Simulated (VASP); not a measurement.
Ta:

```
CELL_PARAMETERS angstrom
-1.65157 1.65157 1.65157
1.65157 -1.65157 1.65157
1.65157 1.65157 -1.65157
ATOMIC_POSITIONS crystal
Ta 0.00000 0.00000 0.00000
```

```yaml
Program: VASP 6.6.1
Task: relaxation of cell and atoms
Functional: LDA
Potentials_or_basis: VASP PAW LDA potentials, release 64 (Ta_sv_GW)
Cutoff: 500 eV
k_mesh: 18 × 18 × 18
Occupations: fermi-dirac, width 0.08 eV
Spin: no spin polarisation
```

At the start: pressure -9.7 GPa; volume 18.02 Å³/atom.

Q: How do energy, volume and symmetry change on relaxing?

A: Over 4 steps the energy falls by 26.3 meV/atom and the volume is 17.19 Å³/atom (-4.6 %); space group Im-3m (No. 229, to 0.1 Å) before and after.

Step by step:
```
step  energy change (eV)  largest force (eV/Å)  pressure (GPa)  volume (Å³)
   1              0.0000                0.0000           -9.71        18.02
   2              0.1449                0.0000           32.12        15.32
   3             -0.0263                0.0000           -0.50        17.22
   4             -0.0263                0.0000           -0.04        17.19
```

Final structure:
```
CELL_PARAMETERS angstrom
-1.62579 1.62579 1.62579
1.62579 -1.62579 1.62579
1.62579 1.62579 -1.62579
ATOMIC_POSITIONS crystal
Ta 0.00000 0.00000 0.00000
```
